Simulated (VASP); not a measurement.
Input of a VASP 6.6.1 run:

INCAR

```
SYSTEM = BaHfO3
  PREC = Accurate
  ENCUT = 600
  EDIFF = 1E-6
  ISMEAR = 0
  SIGMA = 0.15
  LREAL = .FALSE.
  LASPH = .TRUE.
  NELM = 120
  ALGO = Normal
  ISIF = 2
  LWAVE = .FALSE.
  LCHARG = .TRUE.
  GGA = PE
  LELF = .TRUE.
  LVHAR = .TRUE.
  NBANDS = 27
  GGA_COMPAT = .FALSE.
```

The input KPOINTS:

```
regular mesh
0
G
  3 3 3
  0 0 0
```

POSCAR

```
BaHfO3
1.0
    4.5695012208      0.0000000000      0.0000000000
    0.0000000000      4.5695012208      0.0000000000
    0.0000000000      0.0000000000      4.5695012208
Ba Hf O
1 1 3
Direct
    0.5000000000      0.5000000000      0.5000000000
    0.0000000000      0.0000000000      0.0000000000
    0.0000000000      0.5000000000      0.5000000000
    0.5000000000      0.0000000000      0.5000000000
    0.5000000000      0.5000000000      0.0000000000
```

Potentials or basis: VASP PAW PBE potentials, release 64 (Ba_sv, Hf_pv, O).

Command:

```sh
$ cat potpaw_PBE.64/Ba_sv/POTCAR potpaw_PBE.64/Hf_pv/POTCAR potpaw_PBE.64/O/POTCAR > POTCAR
$ mpirun -np 1 vasp_std > vasp.out
```

(1) Estimate the pressure.

(2) Predict the band gap on the k mesh.

## Answers

(1) 3.6 GPa.

(2) zero (bands 19 and 20 overlap by 0.07 eV).

Caveat: the k points lie up to 0.46 Å⁻¹ apart; spin-orbit coupling is left out, which moves the levels of the heavy elements.
